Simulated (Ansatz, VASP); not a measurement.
## Bi in VASP and in Ansatz

```
CELL_PARAMETERS angstrom
4.65841 0.00000 0.00000
0.00000 4.52639 0.00000
-0.34597 0.00000 6.51195
ATOMIC_POSITIONS crystal
Bi 0.75011 0.75000 0.75112
Bi 0.24989 0.25000 0.24888
Bi 0.74863 0.75000 0.25127
Bi 0.25137 0.25000 0.74873
```

Alike in both runs: task single point; functional PBE; k mesh 4 × 4 × 2; occupations gaussian, width 0.1 eV; no spin polarisation.

|  | VASP | Ansatz |
| --- | --- | --- |
| version | VASP 6.6.1 | Ansatz 0.2.0 |
| potentials or method | VASP PAW PBE potentials, release 64 (Bi_d), cutoff 520 eV | scalar-relativistic, plane waves, PAW |
| valence electrons in the cell | 60 | 60 |

VASP gave:

```
gap on the k mesh at the Fermi level (eV)                     : none
pressure (GPa)                                                : 1.4
traceless stress, the component that is largest in VASP (GPa) : 4.61
rms of the force components (eV/Å)                            : 0.021
```

Q: Estimate Ansatz's values.

A: gap on the k mesh at the Fermi level (eV): none; pressure (GPa): 1.5; traceless stress, the component that is largest in VASP (GPa): 4.60; rms of the force components (eV/Å): 0.021.

Atom by atom the forces differ by 0.000 eV/Å (rms over components). A gap of «none» marks a metal or a gap that the smearing closes. The functional is the same, so the differences come from potentials, cutoffs and numerics.

The k mesh is coarse, so the values compare programs but aren't converged. Spin-orbit coupling is off throughout.
